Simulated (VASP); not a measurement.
In, 1 atom in the cell. It takes space group Cmmm (No. 65, orthorhombic). Conventional cell: a = 2.825 Å, b = 5.273 Å, c = 4.118 Å, α = 90.00°, β = 90.00°, γ = 90.00°. In (site symmetry mmm) has 6 In at 2.82 to 2.99 Å within 3.7 Å. 

```yaml
Program: VASP 6.6.1
Task: relaxation of cell and atoms
Functional: PBE
Potentials_or_basis: VASP PAW PBE potentials, release 64 (In_d)
Cutoff: 600 eV
k_mesh: 8 × 8 × 4
Occupations: gaussian, width 0.1 eV
Spin: no spin polarisation
Dipole_correction: no
Further_INCAR_settings: ALGO = Normal; EDIFF = 1e-06; IBRION = 2; EDIFFG = -0.04; NSW = 90; ISIF = 3
```

Potentials or basis: VASP PAW PBE potentials, release 64 (In_d).

Launch:

```sh
$ cat potpaw_PBE.64/In_d/POTCAR > POTCAR
$ mpirun -np 1 vasp_std > vasp.out
```

Hardware: 1 thread of Intel(R) Xeon(R) 6975P-C (Granite Rapids), on a shared host.

**Question.** Estimate the wall time of this run.

**Answer.** It took 55 s on 1 thread of Intel(R) Xeon(R) 6975P-C (Granite Rapids) (shared host), peak memory 0.18 GiB. Counts: scf iterations 109, k points 63, ion steps 13.
